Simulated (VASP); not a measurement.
# Li2O (Fm-3m) in VASP: G0W0 quasiparticle levels with PBE

Aim: the G0W0 quasiparticle levels of Li2O with PBE.

All numbers are computed with VASP 6.6.1; they aren't measurements. Logs are shortened: lines on timing, memory, paths and dates and some standing lists are left out, and cuts for length are marked.

### 1 The cell of the first run

It takes space group Fm-3m (No. 225, cubic). The conventional cell has a = 4.573 Å, b = 4.573 Å, c = 4.573 Å, α = 90.00°, β = 90.00°, γ = 90.00°. Li (site symmetry -43m) has 4 O at 1.98 Å and 6 Li at 2.29 Å within 2.6 Å. O (site symmetry m-3m) has 8 Li at 1.98 Å within 2.6 Å.

### 2 G0W0 quasiparticle levels, PBE

POSCAR reads:

```
Li2O
1.0
    0.0000000000      2.2863690198      2.2863690198
    2.2863690198      0.0000000000      2.2863690198
    2.2863690198      2.2863690198      0.0000000000
Li O
2 1
Direct
    0.2500000000      0.2500000000      0.2500000000
    0.7500000000      0.7500000000      0.7500000000
    0.0000000000      0.0000000000      0.0000000000
```

INCAR.step1 reads:

```
SYSTEM = Li2O
PREC = Accurate
ENCUT = 500
EDIFF = 1E-8
ISMEAR = 0
SIGMA = 0.01
LREAL = .False.
LASPH = .True.
NELM = 60
ALGO = Normal
LWAVE = .True.
LCHARG = .False.
GGA = PE
```

INCAR.step2 reads:

```
SYSTEM = Li2O
PREC = Accurate
ENCUT = 500
EDIFF = 1E-8
ISMEAR = 0
SIGMA = 0.01
LREAL = .False.
LASPH = .True.
NELM = 1
ALGO = Exact
LWAVE = .True.
LCHARG = .False.
GGA = PE
NBANDS = 75
LOPTICS = .True.
ISTART = 1
```

INCAR.step3 reads:

```
SYSTEM = Li2O
PREC = Accurate
ENCUT = 500
EDIFF = 1E-8
ISMEAR = 0
SIGMA = 0.01
LREAL = .False.
LASPH = .True.
ALGO = EVGW0
LWAVE = .False.
LCHARG = .False.
GGA = PE
NELMGW = 1
NBANDS = 75
ENCUTGW = 120.0
NOMEGA = 48
PRECFOCK = Fast
ISTART = 1
NBANDSGW = 12
```

KPOINTS reads:

```
regular mesh
0
Gamma
  6 6 6
  0 0 0
```

Potentials or basis: VASP PAW PBE potentials, release 64 (Li_GW, O_GW).

The run is started by

```console
> cat potpaw_PBE.64/Li_GW/POTCAR potpaw_PBE.64/O_GW/POTCAR > POTCAR
> cp INCAR.step1 INCAR
> mpirun -np 1 vasp_std > vasp.out
> cp INCAR.step2 INCAR
> mpirun -np 1 vasp_std > vasp.out
> cp INCAR.step3 INCAR
> mpirun -np 1 vasp_std > vasp.out
```

OUTCAR:

```text
SYSTEM = Li2O
   PREC = Accurate
   ENCUT = 500
   EDIFF = 1E-8
   ISMEAR = 0
   LREAL = .False.
   LASPH = .True.
   GGA = PE
   NELMGW = 1
   ENCUTGW = 120.0
   PRECFOCK = Fast
   ISTART = 1

 ion  position               nearest neighbor table
   1  0.250  0.250  0.250-   3 1.98   3 1.98   3 1.98   3 1.98   2 2.29   2 2.29   2 2.29   2 2.29
                             2 2.29   2 2.29
   2  0.750  0.750  0.750-   3 1.98   3 1.98   3 1.98   3 1.98   1 2.29   1 2.29   1 2.29   1 2.29
                             1 2.29   1 2.29
   3  0.000  0.000  0.000-   2 1.98   2 1.98   2 1.98   1 1.98   1 1.98   1 1.98   2 1.98   1 1.98

  LATTYP: Found a face centered cubic cell.
 ALAT       =     4.5727380396

  Lattice vectors:

 A1 = (   0.0000000000,   2.2863690198,   2.2863690198)
 A2 = (   2.2863690198,   0.0000000000,   2.2863690198)
 A3 = (   2.2863690198,   2.2863690198,   0.0000000000)

Analysis of symmetry for initial positions (statically):
=====================================================================
 Subroutine PRICEL returns:
 Original cell was already a primitive cell.

 Routine SETGRP: Setting up the symmetry group for a
 face centered cubic supercell.

 Subroutine GETGRP returns: Found 48 space group operations
 (whereof 48 operations were pure point group operations)
 out of a pool of 48 trial point group operations.

The static configuration has the point symmetry O_h .

Analysis of symmetry for dynamics (positions and initial velocities):
=====================================================================
 Subroutine PRICEL returns:
 Original cell was already a primitive cell.

 Routine SETGRP: Setting up the symmetry group for a
 face centered cubic supercell.

 Subroutine GETGRP returns: Found 48 space group operations
 (whereof 48 operations were pure point group operations)
 out of a pool of 48 trial point group operations.

The dynamic configuration has the point symmetry O_h .

 Subroutine INISYM returns: Found 48 space group operations
 (whereof 48 operations are pure point group operations),
 and found     1 'primitive' translations
[... 86 lines left out ...]
   ENCUT  =  500.0 eV  36.75 Ry    6.06 a.u.   5.90  5.90  5.90*2*pi/ulx,y,z
   NELM   =     60;   NELMIN=  2; NELMDL=  0     # of ELM steps
   EDIFF  = 0.1E-07   stopping-criterion for ELM
   LREAL  =      F    real-space projection
   EDIFFG = 0.1E-06   stopping-criterion for IOM
   NSW    =      0    number of steps for IOM
   IBRION =     -1    ionic relax: 0-MD 1-quasi-New 2-CG
   NFREE  =      0    steps in history (QN), initial steepest desc. (CG)
   ISIF   =      0    stress and relaxation
   ISYM   =      3    0-nonsym 1-usesym 2-fastsym
   POTIM  = 0.5000    time-step for ionic-motion
   TEBEG  =    0.0;   TEEND  =   0.0 temperature during run
   PSTRESS=    0.0 pullay stress
   NELECT =       8.0000    total number of electrons
   NUPDOWN=      -1.0000    fix difference up-down
   EMIN   =  10.00;   EMAX   =-10.00  energy-range for DOS
   EFERMI =   0.00;   METHOD = LEGACY
   ISMEAR =     0;   SIGMA  =   0.01  broadening in eV -4-tet -1-fermi 0-gaus
   EFERMI_NEDOS =   21; number of points for ismear=-14 and -15
   IALGO  =     38    algorithm
   IMIX   =      4    mixing-type and parameters
     AMIX     =   0.40;   BMIX     =  1.00
     AMIX_MAG =   1.60;   BMIX_MAG =  1.00
  volume/ion in A,a.u.               =       7.97        53.77
  Fermi-wavevector in a.u.,A,eV,Ry     =   1.136620  2.147900 17.577425  1.291904
  Thomas-Fermi vector in A             =   2.273325
   LORBIT       =      0    0 simple, 1 ext, 2 COOP (PROOUT), +10 PAW based schemes
   GGA     = PE    functional components
   LHFCALC =     T    Hartree Fock is set to
   PRECFOCK=fast      Normal, Fast or Accurate (Low or Medium for compatibility)
   ENCUT4O =  -1.0   cutoff for four orbital integrals eV
   NKREDX  =     1    reduce k-point grid by
   NKREDY  =     1    reduce k-point grid by
   NKREDZ  =     1    reduce k-point grid by
   AEXX    =    1.0000 exact exchange contribution
   HFSCREEN=    0.0000 screening length (either q_TF or 0.3 A-1)
   HFSCREENC=   0.0000 screening length for correlation (either q_TF or 0.3 A-1)
   ENCUTFOCK=  -1.0 apply spherical cutoff to Coloumb kernel
   IVDW    =     0    specifies the selected vdW correction
   LEPSILON=     F    determine dielectric tensor
   LRPA    =     F    only Hartree local field effects (RPA)
   LRPAFORCE           =     F    calculate RPA forces
   ENCUTGW             = 120.0    cutoff for response function in eV
   ENCUTGWSOFT         =  96.0    soft cutoff for Coulomb kernel in GW response function in eV
   ENCUTLF             =  -1.0    cutoff for local field effects
   NELMGW              =     1    number of iterations in solving QP/BSE equation
   NELMHF              =     1    number of iterations in the inner HF iteration
   NKREDLFX            =     1    NKREDLFY  =   1   NKREDLFZ  =   1
 non-spin polarized calculation
 Gauss-broadening in eV      SIGMA  =   0.01
  energy-cutoff  :      500.00
  volume of cell :       23.90
 maximum number of plane-waves:       620
  NGX = 14; NGY = 14; NGZ = 14
   NGX = 11   NGY = 11   NGZ = 11
 maximum number of plane-waves:        76
 NGX is ok and might be reduce to    14

 QP shifts <psi_nk| G(iteration)W_0 |psi_nk>: iteration 1
 for sc-GW calculations column KS-energies equals QP-energies in previous step
 and V_xc(KS)=  KS-energies - (<T + V_ion + V_H > + <T+V_H+V_ion>^1  + <V_x>^1)

 k-point   1 :       0.0000    0.0000    0.0000
  band No.  KS-energies  QP-energies   sigma(KS)   V_xc(KS)     V^pw_x(r,r')   Z            occupation Imag(sigma)

      1     -17.7554     -20.0245     -22.1862     -18.9989     -30.5857       0.7119       2.0000       1.2044
      2      -2.2051      -3.5411     -20.7883     -19.0486     -24.6458       0.7679       2.0000       0.1503
      3      -2.2051      -3.5411     -20.7883     -19.0486     -24.6458       0.7679       2.0000       0.1503
      4      -2.2051      -3.5411     -20.7883     -19.0486     -24.6458       0.7679       2.0000       0.1503
      5       3.3019       4.2760      -8.2204      -9.3959      -4.8683       0.8286       0.0000      -0.1057
      6       9.9293      11.4419      -6.3966      -8.2077      -2.5648       0.8352       0.0000      -0.1240
      7       9.9293      11.4419      -6.3966      -8.2077      -2.5648       0.8352       0.0000      -0.1240
      8       9.9293      11.4419      -6.3966      -8.2077      -2.5648       0.8352       0.0000      -0.1240
      9      17.1733      18.0792      -6.1548      -7.3026      -1.2426       0.7892       0.0000      -0.6578
     10      17.1733      18.0792      -6.1548      -7.3026      -1.2426       0.7892       0.0000      -0.6578
     11      17.1733      18.0792      -6.1548      -7.3026      -1.2426       0.7892       0.0000      -0.6578
     12      19.4805      20.7857      -7.3670      -8.9066      -2.8632       0.8478       0.0000      -0.6575
[... 228 lines left out ...]
      1     -17.4304     -19.6668     -22.6155     -19.5667     -31.0281       0.7336       2.0000       1.1651
      2      -3.9912      -5.5782     -17.9690     -15.8828     -21.6891       0.7607       2.0000       0.1796
      3      -3.7835      -5.4508     -18.9166     -16.7095     -22.8687       0.7554       2.0000       0.1823
      4      -3.6839      -5.2748     -18.9389     -16.8384     -22.8387       0.7574       2.0000       0.1781
      5       4.3333       5.3981      -8.4409      -9.7326      -5.2384       0.8243       0.0000      -0.1074
      6       9.4011      10.9212      -8.2638     -10.1539      -4.1537       0.8043       0.0000      -0.1861
      7      11.9537      13.6813      -9.8519     -12.0460      -5.3798       0.7874       0.0000      -0.2897
      8      12.5913      14.2882     -10.3654     -12.5406      -5.7553       0.7801       0.0000      -0.3394
      9      14.9575      16.2738      -6.7991      -8.4281      -2.4853       0.8080       0.0000      -0.2353
     10      18.1602      19.6763      -6.6270      -8.4792      -2.0432       0.8186       0.0000      -0.4140
     11      20.2986      22.1035      -8.0563     -10.2002      -3.1605       0.8418       0.0000      -0.8390
     12      22.2890      24.3488      -6.5699      -9.0731      -2.0308       0.8229       0.0000      -0.4636
```

OUTCAR.step2:

```text
SYSTEM = Li2O
   PREC = Accurate
   ENCUT = 500
   EDIFF = 1E-8
[... 855 lines left out ...]
  --------------------------------------------------------------------------------------------------------------
     0.00000     2.93950     2.93950     2.93950     0.00000    -0.00000     0.00000
     1.69656     3.00589     3.00589     3.00589     0.00000    -0.00000     0.00000
     3.39312     3.25583     3.25583     3.25583     0.00000    -0.00000     0.00000
     5.08967     4.07503     4.07503     4.07503     0.00000    -0.00000     0.00000
     6.78623     4.76861     4.76861     4.76861     0.00000    -0.00000     0.00000
     8.48279     0.60937     0.60937     0.60937     0.00000     0.00000     0.00000
[... 92 lines left out ...]
   166.26267     0.98365     0.98365     0.98365    -0.00000    -0.00000     0.00000
   167.95923     0.98401     0.98401     0.98401    -0.00000    -0.00000     0.00000
```

Wall time 95 s (1 thread of Intel Xeon 6975P-C (Granite Rapids), shared host); peak memory 0.36 GiB.

What came out:

```
Band gap on the k mesh, mean-field level : 5.04 eV, indirect (least direct gap 5.51 eV)
Quasiparticle gap                        : 7.26 eV
Least direct quasiparticle gap           : 7.82 eV
```

Levels at points of the mesh, in eV from the valence-band top:
| k point | band 1 | band 2 | band 3 | band 4 | band 5 | band 6 | band 7 | band 8 |
| --- | --- | --- | --- | --- | --- | --- | --- | --- |
| (0.00, 0.00, 0.00) | -15.55 | 0.00 | 0.00 | 0.00 | 5.51 | 12.13 | 12.13 | 12.13 |
| (0.50, 0.00, 0.00) | -15.29 | -2.85 | -0.46 | -0.46 | 9.43 | 10.13 | 12.24 | 12.24 |
| (0.50, 0.50, 0.00) | -15.24 | -1.63 | -1.43 | -1.43 | 5.04 | 13.85 | 13.85 | 15.14 |

Caveat: bands, screening cutoff and mesh are small and nothing is extrapolated, so the quasiparticle values aren't converged.
